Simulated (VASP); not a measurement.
Set up this calculation in VASP 6.6.1, as the native input.

| Item | Value |
| --- | --- |
| Task | single point |
| Functional | PBE |
| Potentials or basis | VASP PAW PBE potentials, release 64 (C, Si) |
| Cutoff | 520 eV |
| k mesh | 6 × 6 × 4 |
| Occupations | fermi-dirac, width 0.02 eV |
| Spin | no spin polarisation |
| Dipole correction | no |
| Further INCAR settings | ALGO = Normal; EDIFF = 1e-07; NBANDS = 16 |

The structure of Si3C lies in POSCAR:

```
Si3C
1.0
    3.4318102017      0.0000000000      0.0000000000
    0.0000000000      3.4318102017      0.0000000000
    0.0000000000      0.0000000000      5.0004336163
C Si
1 3
Direct
    0.0000000000      0.0000000000      0.0000000000
    0.0000000000      0.5000000000      0.2031984776
    0.5000000000      0.5000000000      0.5000000000
    0.5000000000      0.0000000000      0.7968015224
```

These files were run (other wordings do the same):

INCAR

```
SYSTEM = Si3C
PREC = Accurate ; ENCUT = 520
EDIFF = 1E-7 ; ISMEAR = -1
SIGMA = 0.02 ; LREAL = .False.
LASPH = .True. ; NELM = 60
ALGO = Normal ; ISIF = 2
LWAVE = .False. ; LCHARG = .False.
GGA = PE ; NBANDS = 16
```

KPOINTS

```
Automatic mesh
0
Gamma
  6 6 4
  0 0 0
```

Potentials or basis: VASP PAW PBE potentials, release 64 (C, Si).

Command:

```sh
$ cat potpaw_PBE.64/C/POTCAR potpaw_PBE.64/Si/POTCAR > POTCAR
$ mpirun -np 1 vasp_std > vasp.out
```

Results of the run:

```yaml
Pressure: 1.6 GPa
Largest_force: 0.265 eV/Å
Band_gap_on_the_k_mesh: zero (band 8 reaches 7.86 eV, above the bottom of band 9 at 7.41 eV)
```

It took 27 s on 1 thread of AMD EPYC 7R13 Processor (Zen 3), with other jobs on the host, peak memory 0.15 GiB.
